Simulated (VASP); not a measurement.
# CaSe (Fm-3m) in VASP: density of states with LDA

Aim: the density of states of CaSe with LDA.

Everything below comes from runs of VASP 6.6.1. Logs are shortened: lines on timing, memory, paths and dates and some standing lists are left out, and cuts for length are marked.

### 1 The cell of the first run

It takes space group Fm-3m (No. 225, cubic). Conventional cell: a = 5.940 Å, b = 5.940 Å, c = 5.940 Å, α = 90.00°, β = 90.00°, γ = 90.00°. Within 3.9 Å of Ca (site symmetry m-3m) lie 6 Se at 2.97 Å. Within 3.9 Å of Se (site symmetry m-3m) lie 6 Ca at 2.97 Å.

### 2 Density of states, LDA

Input file POSCAR:

```
CaSe
1.0
    0.0000000000      2.9702381052      2.9702381052
    2.9702381052      0.0000000000      2.9702381052
    2.9702381052      2.9702381052      0.0000000000
Ca Se
1 1
Direct
    0.0000000000      0.0000000000      0.0000000000
    0.5000000000      0.5000000000      0.5000000000
```

Input file INCAR.step1:

```
SYSTEM = CaSe
  ALGO = Normal
  EDIFF = 1E-6
  ENCUT = 520
  ISIF = 2
  ISMEAR = -1
  LASPH = .TRUE.
  LCHARG = .TRUE.
  LREAL = .FALSE.
  LWAVE = .FALSE.
  NBANDS = 15
  NELM = 100
  PREC = Accurate
  SIGMA = 0.03
```

Input file KPOINTS.step1:

```
k-points
0
G
  9 9 9
  0 0 0
```

Input file INCAR.step2:

```
SYSTEM = CaSe
  ALGO = Normal
  EDIFF = 1E-6
  ENCUT = 520
  ICHARG = 11
  ISIF = 2
  ISMEAR = -5
  LASPH = .TRUE.
  LCHARG = .FALSE.
  LORBIT = 10
  LREAL = .FALSE.
  LWAVE = .FALSE.
  NBANDS = 15
  NEDOS = 2001
  NELM = 100
  PREC = Accurate
  SIGMA = 0.03
```

Input file KPOINTS.step2:

```
k-points
0
G
  14 14 14
  0 0 0
```

Potentials or basis: VASP PAW LDA potentials, release 64 (Ca_sv, Se).

On the command line:

```sh
$ cat potpaw_LDA.64/Ca_sv/POTCAR potpaw_LDA.64/Se/POTCAR > POTCAR
$ cp INCAR.step1 INCAR
$ cp KPOINTS.step1 KPOINTS
$ mpirun -np 1 vasp_std > vasp.out
$ cp INCAR.step2 INCAR
$ cp KPOINTS.step2 KPOINTS
$ mpirun -np 1 vasp_std > vasp.out
```

OUTCAR:

```text
SYSTEM = CaSe
   EDIFF = 1E-6
   ENCUT = 520
   ICHARG = 11
   ISIF = 2
   ISMEAR = -5
   LASPH = .TRUE.
   LORBIT = 10
   LREAL = .FALSE.
   NELM = 100
   PREC = Accurate

 ion  position               nearest neighbor table
   1  0.000  0.000  0.000-   2 2.97   2 2.97   2 2.97   2 2.97   2 2.97   2 2.97
   2  0.500  0.500  0.500-   1 2.97   1 2.97   1 2.97   1 2.97   1 2.97   1 2.97

  LATTYP: Found a face centered cubic cell.
 ALAT       =     5.9404762104

  Lattice vectors:

 A1 = (   0.0000000000,   2.9702381052,   2.9702381052)
 A2 = (   2.9702381052,   0.0000000000,   2.9702381052)
 A3 = (   2.9702381052,   2.9702381052,   0.0000000000)

Analysis of symmetry for initial positions (statically):
=====================================================================
 Subroutine PRICEL returns:
 Original cell was already a primitive cell.

 Routine SETGRP: Setting up the symmetry group for a
 face centered cubic supercell.

 Subroutine GETGRP returns: Found 48 space group operations
 (whereof 48 operations were pure point group operations)
 out of a pool of 48 trial point group operations.

The static configuration has the point symmetry O_h .

Analysis of symmetry for dynamics (positions and initial velocities):
=====================================================================
 Subroutine PRICEL returns:
 Original cell was already a primitive cell.

 Routine SETGRP: Setting up the symmetry group for a
 face centered cubic supercell.

 Subroutine GETGRP returns: Found 48 space group operations
 (whereof 48 operations were pure point group operations)
 out of a pool of 48 trial point group operations.

The dynamic configuration has the point symmetry O_h .

 Subroutine INISYM returns: Found 48 space group operations
 (whereof 48 operations are pure point group operations),
 and found     1 'primitive' translations

----------------------------------------------------------------------------------------

                                     Primitive cell

  volume of cell :      52.4087

  direct lattice vectors                    reciprocal lattice vectors
     0.000000000  2.970238105  2.970238105    -0.168336673  0.168336673  0.168336673
     2.970238105  0.000000000  2.970238105     0.168336673 -0.168336673  0.168336673
     2.970238105  2.970238105  0.000000000     0.168336673  0.168336673 -0.168336673

  length of vectors
     4.200551012  4.200551012  4.200551012     0.291567670  0.291567670  0.291567670

  position of ions in fractional coordinates (direct lattice)
     0.000000000  0.000000000  0.000000000
     0.500000000  0.500000000  0.500000000

  ion indices of the primitive-cell ions
   primitive index   ion index
                 1           1
                 2           2

----------------------------------------------------------------------------------------

 KPOINTS: k-points

Automatic generation of k-mesh.
 Grid dimensions read from file:
 generate k-points for:   14   14   14

 Generating k-lattice:

  Cartesian coordinates                     Fractional coordinates (reciprocal lattice)
    -0.012024048  0.012024048  0.012024048     0.071428571  0.000000000  0.000000000
     0.012024048 -0.012024048  0.012024048     0.000000000  0.071428571  0.000000000
     0.012024048  0.012024048 -0.012024048     0.000000000  0.000000000  0.071428571

  Length of vectors
     0.020826262  0.020826262  0.020826262

  Shift w.r.t. Gamma in fractional coordinates (k-lattice)
     0.000000000  0.000000000  0.000000000

 TETIRR: Found    389 inequivalent tetrahedra from    16464

 Subroutine IBZKPT returns following result:
 ===========================================

 Found    104 irreducible k-points:

 Following reciprocal coordinates:
            Coordinates               Weight
  0.000000  0.000000  0.000000      1.000000
  0.071429  0.000000  0.000000      8.000000
  0.142857  0.000000  0.000000      8.000000
  0.214286  0.000000  0.000000      8.000000
  0.285714  0.000000  0.000000      8.000000
  0.357143  0.000000  0.000000      8.000000
[... 16 lines left out ...]
  0.214286  0.142857  0.000000     24.000000
  0.285714  0.142857  0.000000     24.000000
 [... further k-points ...]
   k-points           NKPTS =    104   k-points in BZ     NKDIM =    104   number of bands    NBANDS=     15
   number of dos      NEDOS =   2001   number of ions     NIONS =      2
   total plane-waves  NPLWV =  32768
   dimension x,y,z NGX =    32 NGY =   32 NGZ =   32
   dimension x,y,z NGXF=    64 NGYF=   64 NGZF=   64
   ions per type =               1   1
   NGX,Y,Z   is equivalent  to a cutoff of  12.66, 12.66, 12.66 a.u.
   NGXF,Y,Z  is equivalent  to a cutoff of  25.33, 25.33, 25.33 a.u.
 SYSTEM =  CaSe
   PREC   = accura    normal or accurate (medium, high low for compatibility)
   ISTART =      0    job   : 0-new  1-cont  2-samecut
   ICHARG =     11    charge: 1-file 2-atom 10-const
   ISPIN  =      1    spin polarized calculation?
   LNONCOLLINEAR =      F non collinear calculations
   LSORBIT =      F    spin-orbit coupling
   LASPH  =      T    aspherical Exc in radial PAW
   ENCUT  =  520.0 eV  38.22 Ry    6.18 a.u.   7.81  7.81  7.81*2*pi/ulx,y,z
   NELM   =    100;   NELMIN=  2; NELMDL=  0     # of ELM steps
   EDIFF  = 0.1E-05   stopping-criterion for ELM
   LREAL  =      F    real-space projection
   EDIFFG = 0.1E-04   stopping-criterion for IOM
   NSW    =      0    number of steps for IOM
   IBRION =     -1    ionic relax: 0-MD 1-quasi-New 2-CG
   NFREE  =      0    steps in history (QN), initial steepest desc. (CG)
   ISIF   =      2    stress and relaxation
   ISYM   =      2    0-nonsym 1-usesym 2-fastsym
   POTIM  = 0.5000    time-step for ionic-motion
   TEBEG  =    0.0;   TEEND  =   0.0 temperature during run
   PSTRESS=    0.0 pullay stress
   NELECT =      16.0000    total number of electrons
   NUPDOWN=      -1.0000    fix difference up-down
   EMIN   =  10.00;   EMAX   =-10.00  energy-range for DOS
   EFERMI =   0.00;   METHOD = LEGACY
   ISMEAR =    -5;   SIGMA  =   0.03  broadening in eV -4-tet -1-fermi 0-gaus
   EFERMI_NEDOS =   21; number of points for ismear=-14 and -15
   IALGO  =     38    algorithm
   IMIX   =      4    mixing-type and parameters
     AMIX     =   0.40;   BMIX     =  1.00
     AMIX_MAG =   1.60;   BMIX_MAG =  1.00
  volume/ion in A,a.u.               =      26.20       176.84
  Fermi-wavevector in a.u.,A,eV,Ry     =   1.102335  2.083111 16.533014  1.215142
  Thomas-Fermi vector in A             =   2.238776
   LORBIT       =     10    0 simple, 1 ext, 2 COOP (PROOUT), +10 PAW based schemes
   GGA     = CA    functional components
   LHFCALC =     F    Hartree Fock is set to
   AEXX    =    0.0000 exact exchange contribution
   IVDW    =     0    specifies the selected vdW correction
   LEPSILON=     F    determine dielectric tensor
   LRPA    =     F    only Hartree local field effects (RPA)
 non-spin polarized calculation
 Fermi weights with tetrahedron method with Bloechl corrections
  energy-cutoff  :      520.00
  volume of cell :       52.41
 maximum number of plane-waves:      1423

 number of electron      15.9999999 magnetization

 Free energy of the ion-electron system (eV)
  ---------------------------------------------------
  ext. energy  EPLUGINS =         0.00000000
  ---------------------------------------------------
  free energy    TOTEN  =       -10.54245676 eV

  energy without entropy =      -10.54245676  energy(sigma->0) =      -10.54245676

 E-fermi :   2.2647     XC(G=0):  -9.4433

 val. band max:        2.2586963319   @ k =   0.0000   0.0000   0.0000
 cond. band min:       4.1528784622   @ k =   0.5000   0.5000   0.0000
 fundamental gap:      1.8941821303
 Fermi energy:         2.2647332148

 k-point     1 :       0.0000    0.0000    0.0000
  band No.  band energies     occupation
      1     -37.0564      2.00000
      2     -18.3448      2.00000
      3     -18.3448      2.00000
      4     -18.3448      2.00000
      5      -9.5363      2.00000
      6       2.2587      2.00000
      7       2.2587      2.00000
      8       2.2587      2.00000
      9       5.2954      0.00000
     10       5.8089      0.00000
     11       5.8089      0.00000
     12       5.8089      0.00000
     13       6.4037      0.00000
     14       6.4037      0.00000
     15      11.8127      0.00000

 k-point     2 :       0.0714    0.0000    0.0000
  band No.  band energies     occupation
      1     -37.0561      2.00000
      2     -18.3507      2.00000
      3     -18.3452      2.00000
      4     -18.3452      2.00000
      5      -9.5058      2.00000
      6       1.9515      2.00000
      7       2.1719      2.00000
      8       2.1719      2.00000
      9       5.5378      0.00000
     10       5.8827      0.00000
     11       5.8827      0.00000
     12       5.9102      0.00000
     13       6.5395      0.00000
     14       6.5395      0.00000
     15      11.9053      0.00000

 k-point     3 :       0.1429    0.0000    0.0000
  band No.  band energies     occupation
      1     -37.0551      2.00000
      2     -18.3670      2.00000
      3     -18.3463      2.00000
      4     -18.3463      2.00000
      5      -9.4188      2.00000
      6       1.2905      2.00000
      7       1.9538      2.00000
      8       1.9538      2.00000
      9       5.6796      0.00000
     10       6.0768      0.00000
     11       6.0768      0.00000
     12       6.5471      0.00000
     13       6.9236      0.00000
     14       6.9236      0.00000
     15      11.9763      0.00000

 k-point     4 :       0.2143    0.0000    0.0000
  band No.  band energies     occupation
      1     -37.0537      2.00000
      2     -18.3903      2.00000
      3     -18.3479      2.00000
      4     -18.3479      2.00000
      5      -9.2888      2.00000
      6       0.5695      2.00000
      7       1.6854      2.00000
      8       1.6854      2.00000
      9       5.7471      0.00000
     10       6.3603      0.00000
     11       6.3603      0.00000
     12       7.3872      0.00000
     13       7.4791      0.00000
     14       7.4791      0.00000
     15      11.6700      0.00000
[... 307 lines left out ...]
 k-point    22 :       0.1429    0.1429    0.0000
  band No.  band energies     occupation
      1     -37.0547      2.00000
      2     -18.3650      2.00000
      3     -18.3510      2.00000
      4     -18.3510      2.00000
      5      -9.3893      2.00000
      6       1.0515      2.00000
      7       1.9685      2.00000
      8       1.9685      2.00000
      9       5.3925      0.00000
     10       5.9809      0.00000
     11       6.4957      0.00000
     12       6.4957      0.00000
     13       6.5328      0.00000
     14       7.8999      0.00000
     15      12.2455      0.00000

 k-point    23 :       0.2143    0.1429    0.0000
  band No.  band energies     occupation
      1     -37.0537      2.00000
      2     -18.3794      2.00000
      3     -18.3539      2.00000
      4     -18.3526      2.00000
      5      -9.3033      2.00000
      6       0.6261      2.00000
      7       1.7632      2.00000
      8       1.8107      2.00000
      9       5.3170      0.00000
     10       6.2231      0.00000
     11       6.6218      0.00000
     12       6.8613      0.00000
     13       6.9038      0.00000
     14       8.6106      0.00000
     15      12.1025      0.00000

 k-point    24 :       0.2857    0.1429    0.0000
  band No.  band energies     occupation
      1     -37.0523      2.00000
      2     -18.3998      2.00000
      3     -18.3564      2.00000
      4     -18.3543      2.00000
      5      -9.1865      2.00000
      6       0.1705      2.00000
      7       1.4571      2.00000
      8       1.6013      2.00000
      9       5.3991      0.00000
     10       6.5968      0.00000
     11       6.8723      0.00000
     12       7.3277      0.00000
     13       7.3603      0.00000
     14       9.2279      0.00000
     15      11.2471      0.00000

 [... further k-points ...]
[... 5 lines left out ...]
  --------------------------------------------------------------------------------------
  -------------------------------------------------------------------------------------
  Total       -1.1539029     -1.1539029     -1.1539029      0.0000000      0.0000000      0.0000000
  in kB      -35.2757327    -35.2757327    -35.2757327      0.0000000      0.0000000      0.0000000
  external PRESSURE =     -35.2757327 kB  Pullay stress =       0.0000000 kB

 VOLUME and BASIS-vectors are now :
 -----------------------------------------------------------------------------
  energy-cutoff  :      520.00
  volume of cell :       52.41
      direct lattice vectors                 reciprocal lattice vectors
     0.000000000  2.970238105  2.970238105    -0.168336673  0.168336673  0.168336673
     2.970238105  0.000000000  2.970238105     0.168336673 -0.168336673  0.168336673
     2.970238105  2.970238105  0.000000000     0.168336673  0.168336673 -0.168336673

 POSITION                                       TOTAL-FORCE (eV/Angst)
 -----------------------------------------------------------------------------------
      0.00000      0.00000      0.00000         0.000000      0.000000      0.000000
      2.97024      2.97024      2.97024         0.000000      0.000000      0.000000
 -----------------------------------------------------------------------------------
    total drift:                                0.000000     -0.000000     -0.000000

  FREE ENERGIE OF THE ION-ELECTRON SYSTEM (eV)
  ---------------------------------------------------
  free  energy   TOTEN  =       -10.5424567600 eV

  energy  without entropy=      -10.5424567600  energy(sigma->0) =      -10.54245676

 total charge

# of ion       s       p       d       tot
------------------------------------------
    1        2.033   5.843   0.245   8.120
    2        1.436   2.472   0.005   3.913
--------------------------------------------------
tot          3.469   8.315   0.250  12.033
```

It took 46 s on 1 thread of Intel Xeon Platinum 8375C at 2.90GHz (Ice Lake), shared host; peak memory 0.21 GiB.

Results:

- Valence electrons inside the program's atomic spheres: Ca 8.12; Se 3.91
